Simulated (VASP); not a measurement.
# Y (P6/mmm) in VASP: a series of runs, part 2 of 2

VASP 6.6.1.

## Step 3: Single point, RPBE (32.52 Å³/atom)

This run uses another cell than the first one, of 32.52 Å³/atom.

INCAR reads:

```
PREC = Accurate
ENCUT = 520
EDIFF = 1E-6
ISMEAR = -1
SIGMA = 0.1
LREAL = F
LASPH = T
NELM = 80
ALGO = Normal
ISIF = 2
LWAVE = F
LCHARG = F
GGA = RP
NBANDS = 24
```

KPOINTS reads:

```
regular mesh
0
Gamma
  7 7 10
```

POSCAR reads:

```
Y
1.0
    5.6513201668      0.0000000000      0.0000000000
   -2.8256600834      4.8941868294      0.0000000000
    0.0000000000      0.0000000000      3.5271277189
Y
3
Direct
    1.0000000000      0.0000000000      1.0000000000
    0.3333333333      0.6666666667      0.5000000000
    0.6666666667      0.3333333333      0.5000000000
```

Potentials or basis: VASP PAW PBE potentials, release 64 (Y_sv).

Launch:

```sh
cat potpaw_PBE.64/Y_sv/POTCAR > POTCAR
mpirun -np 1 vasp_std > vasp.out
```

Wall time 52 s (1 thread of Intel Xeon 6975P-C (Granite Rapids), shared host); peak memory 0.28 GiB.

The run converged. Its results:

| Item | Value |
| --- | --- |
| Free energy | -18.2162 eV |
| Pressure | 1.5 GPa |
| Band gap on the k mesh | zero (an odd number of electrons rules out a gap without spin polarisation) |

Levels at points of the mesh, in eV from the Fermi level:
```csv
k point,band 13,band 14,band 15,band 16,band 17,band 18,band 19,band 20,band 21,band 22
"(0.00, 0.00, 0.00)",-4.62,-0.98,0.05,0.05,0.12,0.12,0.50,1.76,2.41,2.41
"(0.00, 0.00, 0.50)",-1.73,-1.11,-1.06,-1.06,-0.65,-0.65,1.72,1.72,2.13,2.13
```

Caveat: the PAW data sets were made with another functional, which shifts forces and pressure a little.

## Step 4: Single point, RPBE (33.87 Å³/atom)

This run uses another cell than the first one, of 33.87 Å³/atom.

INCAR reads:

```
SYSTEM = Y
PREC = Accurate ; ENCUT = 520
EDIFF = 1E-6 ; ISMEAR = -1
SIGMA = 0.1 ; LREAL = .False.
LASPH = .True. ; NELM = 60
ALGO = Normal ; ISIF = 2
LWAVE = .False. ; LCHARG = .False.
GGA = RP ; NBANDS = 24
```

KPOINTS reads:

```
Automatic mesh
0
Gamma
  7 7 10
  0 0 0
```

POSCAR reads:

```
Y
1.0
    5.7287451327      0.0000000000      0.0000000000
   -2.8643725663      4.9612388168      0.0000000000
    0.0000000000      0.0000000000      3.5754505418
Y
3
Direct
    1.0000000000      0.0000000000      1.0000000000
    0.3333333333      0.6666666667      0.5000000000
    0.6666666667      0.3333333333      0.5000000000
```

Potentials or basis: VASP PAW PBE potentials, release 64 (Y_sv).

Launch:

```sh
cat potpaw_PBE.64/Y_sv/POTCAR > POTCAR
mpirun -np 1 vasp_std > vasp.out
```

OUTCAR:

```text
SYSTEM = Y
   PREC = Accurate
   ENCUT = 520
   EDIFF = 1E-6
   ISMEAR = -1
   LREAL = .False.
   LASPH = .True.
   NELM = 60
   ISIF = 2
   GGA = RP

 ion  position               nearest neighbor table
   1  0.000  0.000  0.000-   2 3.76   3 3.76   2 3.76   3 3.76   3 3.76   3 3.76   2 3.76   2 3.76
                             3 3.76   3 3.76   2 3.76   2 3.76
   2  0.333  0.667  0.500-   3 3.31   3 3.31   3 3.31   1 3.76   1 3.76   1 3.76   1 3.76   1 3.76
                             1 3.76
   3  0.667  0.333  0.500-   2 3.31   2 3.31   2 3.31   1 3.76   1 3.76   1 3.76   1 3.76   1 3.76
                             1 3.76

  LATTYP: Found a hexagonal cell.
 ALAT       =     5.7287451327
 C/A-ratio  =     0.6241245611

  Lattice vectors:

 A1 = (   5.7287451327,   0.0000000000,   0.0000000000)
 A2 = (  -2.8643725663,   4.9612388168,   0.0000000000)
 A3 = (   0.0000000000,   0.0000000000,   3.5754505418)

Analysis of symmetry for initial positions (statically):
=====================================================================
 Subroutine PRICEL returns:
 Original cell was already a primitive cell.

 Routine SETGRP: Setting up the symmetry group for a
 hexagonal supercell.

[... 168 lines left out ...]
 E-fermi :   2.9087     XC(G=0):  -9.2128

 val. band max:        2.8977003838   @ k =   0.2857   0.1429   0.4000
 cond. band min:       2.9130930513   @ k =   0.1429   0.1429   0.2000
 fundamental gap:      0.0153926675
 Fermi energy:         2.9087223126

 k-point     1 :       0.0000    0.0000    0.0000
  band No.  band energies     occupation
      1     -39.9157      2.00000
      2     -39.8252      2.00000
      3     -39.8229      2.00000
      4     -20.0691      2.00000
      5     -20.0691      2.00000
      6     -19.8848      2.00000
[... 637 lines left out ...]
     23       5.0855      0.00000
     24       6.1465      0.00000

 [... further k-points ...]

------------------------ aborting loop because EDIFF is reached ----------------------------------------

  FORCE on cell =-STRESS in cart. coord.  units (eV):
  Direction    XX          YY          ZZ          XY          YZ          ZX
  --------------------------------------------------------------------------------------
  -------------------------------------------------------------------------------------
  Total       -0.0710216     -0.0710216     -0.0347241     -0.0000000     -0.0000000      0.0000000
  in kB       -1.1197490     -1.1197490     -0.5474706     -0.0000000     -0.0000000      0.0000000
  external PRESSURE =      -0.9289896 kB  Pullay stress =       0.0000000 kB

 VOLUME and BASIS-vectors are now :
 -----------------------------------------------------------------------------
  energy-cutoff  :      520.00
  volume of cell :      101.62
      direct lattice vectors                 reciprocal lattice vectors
     5.728745133  0.000000000  0.000000000     0.174558298  0.100781280  0.000000000
    -2.864372566  4.961238817  0.000000000     0.000000000  0.201562561  0.000000000
     0.000000000  0.000000000  3.575450542     0.000000000  0.000000000  0.279685032

 POSITION                                       TOTAL-FORCE (eV/Angst)
 -----------------------------------------------------------------------------------
      0.00000      0.00000      0.00000         0.000000      0.000000      0.000000
     -0.00000      3.30749      1.78773        -0.000000      0.000000     -0.000000
      2.86437      1.65375      1.78773         0.000000     -0.000000      0.000000
 -----------------------------------------------------------------------------------
    total drift:                               -0.000000      0.000000     -0.000000

  FREE ENERGIE OF THE ION-ELECTRON SYSTEM (eV)
  ---------------------------------------------------
  free  energy   TOTEN  =       -18.2336337863 eV

  energy  without entropy=      -18.0375545301  energy(sigma->0) =      -18.13559416
```

OSZICAR:

```text
N       E                     dE             d eps       ncg     rms          rms(c)
DAV:   1     0.148257250978E+03    0.14826E+03   -0.16147E+04  2304   0.129E+03
DAV:   2    -0.489076332251E+01   -0.15315E+03   -0.14705E+03  2712   0.296E+02
DAV:   3    -0.183002371985E+02   -0.13409E+02   -0.12998E+02  4328   0.477E+01
DAV:   4    -0.188255739270E+02   -0.52534E+00   -0.52355E+00  2984   0.105E+01
DAV:   5    -0.188420193535E+02   -0.16445E-01   -0.16442E-01  3568   0.157E+00    0.392E+01
DAV:   6    -0.183367408241E+02    0.50528E+00   -0.68031E-01  2480   0.463E+00    0.240E+01
DAV:   7    -0.182439843676E+02    0.92756E-01   -0.12667E+00  2856   0.593E+00    0.235E+00
DAV:   8    -0.182350857108E+02    0.88987E-02   -0.22456E-01  2880   0.224E+00    0.140E+00
DAV:   9    -0.182335274703E+02    0.15582E-02   -0.59745E-03  3504   0.546E-01    0.419E-01
DAV:  10    -0.182337840360E+02   -0.25657E-03   -0.47472E-03  2952   0.496E-01    0.150E-01
DAV:  11    -0.182336300441E+02    0.15399E-03   -0.71804E-04  2928   0.159E-01    0.216E-02
DAV:  12    -0.182336334217E+02   -0.33776E-05   -0.36130E-05  3320   0.357E-02    0.986E-03
DAV:  13    -0.182336337863E+02   -0.36458E-06   -0.15020E-06  2280   0.106E-02
   1 F= -.18233634E+02 E0= -.18135594E+02  d E =-.196079E+00
```

stdout:

```text
POSCAR found type information on POSCAR Y
 POSCAR found :  1 types and       3 ions
 scaLAPACK will be used
 -----------------------------------------------------------------------------
|                                                                             |
|                                                                             |
|     You enforced a specific xc type in the INCAR file but a different       |
|     I HOPE YOU KNOW WHAT YOU ARE DOING!                                     |
|                                                                             |
 -----------------------------------------------------------------------------

 LDA part: xc-table for (Slater+PW92), standard interpolation
 POSCAR, INCAR and KPOINTS ok, starting setup
 FFT: planning ... GRIDC
 FFT: planning ... GRID_SOFT
 FFT: planning ... GRID
 WAVECAR not read
 entering main loop
```

Run time: 60 s. Hardware: 1 thread of Intel Xeon 6975P-C (Granite Rapids), shared host; peak memory 0.3 GiB.

Results:

| Item | Value |
| --- | --- |
| Free energy | -18.2336 eV |
| Pressure | -0.1 GPa |
| Band gap on the k mesh | zero (an odd number of electrons rules out a gap without spin polarisation) |

Caveat: the PAW data sets were made with another functional, which shifts forces and pressure a little.

## Step 5: Single point, RPBE (35.23 Å³/atom)

This run uses another cell than the first one, of 35.23 Å³/atom.

INCAR reads:

```
SYSTEM = Y
PREC = Accurate
ENCUT = 520
EDIFF = 1E-6
ISMEAR = -1
SIGMA = 0.1
LREAL = .False.
LASPH = .True.
NELM = 80
ALGO = Normal
ISIF = 2
LWAVE = .False.
LCHARG = .False.
GGA = RP
NBANDS = 24
```

KPOINTS is that of step 4.

POSCAR reads:

```
Y
1.0
    5.8041320033      0.0000000000      0.0000000000
   -2.9020660016      5.0265257618      0.0000000000
    0.0000000000      0.0000000000      3.6225013393
Y
3
Direct
    1.0000000000      0.0000000000      1.0000000000
    0.3333333333      0.6666666667      0.5000000000
    0.6666666667      0.3333333333      0.5000000000
```

Launch:

```sh
cat potpaw_PBE.64/Y_sv/POTCAR > POTCAR
mpirun -np 1 vasp_std > vasp.out
```

It took 61 s on 1 thread of Intel Xeon 6975P-C (Granite Rapids), shared host; peak memory 0.3 GiB.

It converged, with:

```
Free energy            : -18.2142 eV
Pressure               : -1.4 GPa
Band gap on the k mesh : zero (an odd number of electrons rules out a gap without spin polarisation)
```

Stress tensor (GPa, compression positive):
```
-1.47  0.00  0.00
 0.00 -1.47  0.00
 0.00  0.00 -1.35
```

Levels at points of the mesh, in eV from the Fermi level:
| k point | band 13 | band 14 | band 15 | band 16 | band 17 | band 18 | band 19 | band 20 | band 21 | band 22 |
| --- | --- | --- | --- | --- | --- | --- | --- | --- | --- | --- |
| (0.00, 0.00, 0.00) | -4.50 | -0.86 | 0.00 | 0.00 | 0.05 | 0.05 | 0.43 | 1.65 | 2.26 | 2.26 |
| (0.00, 0.00, 0.50) | -1.79 | -1.18 | -0.90 | -0.90 | -0.56 | -0.56 | 1.62 | 1.62 | 1.93 | 1.93 |

Caveat: the PAW data sets were made with another functional, which shifts forces and pressure a little.

## Step 6: The runs side by side

```csv
cell,gap on the mesh (eV),pressure (GPa)
"a = 5.572, b = 5.572, c = 3.477 Å, angles 90.0, 90.0, 120.0°, 3 atoms",none,3.4
"a = 5.651, b = 5.651, c = 3.527 Å, angles 90.0, 90.0, 120.0°, 3 atoms",none,1.5
"a = 5.729, b = 5.729, c = 3.575 Å, angles 90.0, 90.0, 120.0°, 3 atoms",none,-0.1
"a = 5.804, b = 5.804, c = 3.623 Å, angles 90.0, 90.0, 120.0°, 3 atoms",none,-1.4
```

Alike in all rows: task single point; level RPBE; potentials or basis VASP PAW PBE potentials, release 64 (Y_sv); no spin polarisation; k mesh 7 × 7 × 10; cutoff (eV) 520; smearing fermi-dirac 0.1 eV.

Caveats: the PAW data sets were made with another functional, which shifts forces and pressure a little; the cell stands under pressure (at least some runs).

Total energies depend on the potentials used, so only differences within one code and one set of settings carry meaning.
